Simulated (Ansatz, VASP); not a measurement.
## Zn in VASP and in Ansatz

Contents of INCAR:

```
SYSTEM = Zn
ALGO = Normal ; EDIFF = 1E-8
ENCUT = 520 ; GGA = PS
ISIF = 2 ; ISMEAR = -1
LASPH = .TRUE. ; LCHARG = .FALSE.
LEFG = .TRUE. ; LREAL = .FALSE.
LWAVE = .FALSE. ; NBANDS = 19
NELM = 80 ; PREC = Accurate
SIGMA = 0.03
```

File KPOINTS:

```
k-points
0
G
  18 18 8
  0 0 0
```

File POSCAR:

```
Zn
1.0
    2.6647980532      0.0000000000      0.0000000000
   -1.3323990266      2.3077828100      0.0000000000
    0.0000000000      0.0000000000      4.8972330000
Zn
2
Direct
    0.3333333333      0.6666666667      0.2500000000
    0.6666666667      0.3333333333      0.7500000000
```

Input for Ansatz:

```yaml
crystal:
  lattice:
    - [2.6647980532, 0.0, 0.0]
    - [-1.3323990266, 2.30778281, 0.0]
    - [0.0, 0.0, 4.897233]
  atoms:
    - { symbol: Zn, position: [0.3333333333, 0.6666666667, 0.25] }
    - { symbol: Zn, position: [0.6666666667, 0.3333333333, 0.75] }
kpoints:
  mp_grid: { grid: [18, 18, 8] }
scf:
  occupations: { method: fermi_dirac, width: 0.03 }
hamiltonian:
  xc: pbesol
  pseudopotentials: { kind: all_electron, datasets: crystal }
output:
  forces: true
  stress: true
  eigenvalues: true
  efg: { contact_densities: true }
```

Change from the starting cell: zz strain of -1 %, crystal datasets.

Alike in both runs: task electric field gradients; functional PBEsol; k mesh 18 × 18 × 8; occupations fermi-dirac, width 0.03 eV; no spin polarisation.

|  | VASP | Ansatz |
| --- | --- | --- |
| version | VASP 6.6.1 | Ansatz 0.2.0 |
| potentials or method | VASP PAW PBE potentials, release 64 (Zn), cutoff 520 eV | all-electron PAW with datasets made for the crystal, scalar-relativistic |

```tsv
	VASP	Ansatz	Ansatz less VASP
pressure (GPa)	-4.5	-4.9	-0.34
traceless stress, the component that is largest in VASP (GPa)	1.20	1.32	+0.122
size of Vzz on the site where it differs most (V/Å²)	33.5	33.2	-0.29
```

VASP's potentials were made for PBE, not for PBEsol. Ansatz ran all-electron here, and VASP with PAW potentials.
